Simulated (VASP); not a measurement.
BaF2, 3 atoms in the cell. Symmetry: Fm-3m, No. 225, cubic system. Conventional cell: a = 6.246 Å, b = 6.246 Å, c = 6.246 Å, α = 90.00°, β = 90.00°, γ = 90.00°. Ba (site symmetry m-3m) has 8 F at 2.70 Å within 3.6 Å. Within 3.6 Å of F (site symmetry -43m) lie 4 Ba at 2.70 Å and 6 F at 3.12 Å. 

```yaml
Program: VASP 6.6.1
Task: single point
Functional: LDA
Potentials_or_basis: VASP PAW LDA potentials, release 64 (Ba_sv, F)
Cutoff: 600 eV
k_mesh: 6 × 6 × 6
Occupations: gaussian, width 0.02 eV
Spin: no spin polarisation
Dipole_correction: no
Further_INCAR_settings: ALGO = Normal; EDIFF = 1e-06; NBANDS = 19
```

Potentials or basis: VASP PAW LDA potentials, release 64 (Ba_sv, F).

Launch:

```bash
$ cat potpaw_LDA.64/Ba_sv/POTCAR potpaw_LDA.64/F/POTCAR > POTCAR
$ mpirun -np 1 vasp_std > vasp.out
```

Hardware: 1 thread of Intel(R) Xeon(R) Platinum 8124M CPU @ 3.00GHz (Skylake/Cascade Lake), with other jobs on the host.

Problem. Estimate the wall time of this run.

Solution. It took 17 s on 1 thread of Intel(R) Xeon(R) Platinum 8124M CPU @ 3.00GHz (Skylake/Cascade Lake), with other jobs on the host, peak memory 0.18 GiB. Counts: scf iterations 13, k points 16.
